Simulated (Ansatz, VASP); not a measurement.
LiNbO3 in VASP and in Ansatz

```xyz
10
Lattice="2.5951 1.4983 4.6718 -2.5951 1.4983 4.6718 0.0000 -2.9966 4.6718" Properties=species:S:1:pos:R:3 pbc="T T T"
Li    0.0000    0.0000   10.9548
Li    0.0000    0.0000    3.9471
Nb    0.0000    0.0000    7.0145
Nb    0.0000    2.9966    9.3504
O     1.0111   -1.3245    7.8948
O     0.6415    1.5379    7.8948
O    -0.6415   -1.4587    5.5589
O    -1.6526   -0.2134    7.8948
O     1.5840    0.1738    5.5589
O    -0.9426    1.2849    5.5589
```

Alike in both runs: task single point; functional PBE; k mesh 6 × 6 × 6; no spin polarisation.

```csv
,VASP,Ansatz
version,VASP 6.6.1,Ansatz 0.2.0
potentials or method,"VASP PAW PBE potentials, release 64 (Li_sv, Nb_sv, O)","plane waves, PAW"
plane-wave cutoff (eV),520,420
occupations,"gaussian, width 0.01 eV",fixed
valence electrons in the cell,68,68
```

VASP gave:

```
gap on the k mesh at the Fermi level (eV) : 3.55
rms of the force components (eV/Å)        : 0.007
```

Estimate Ansatz's values.

gap on the k mesh at the Fermi level (eV): 3.57; rms of the force components (eV/Å): 0.002.

Atom by atom the forces differ by 0.008 eV/Å (rms over components).

Noted on VASP's run: the cutoff is short for stress, so the pressure is rough.
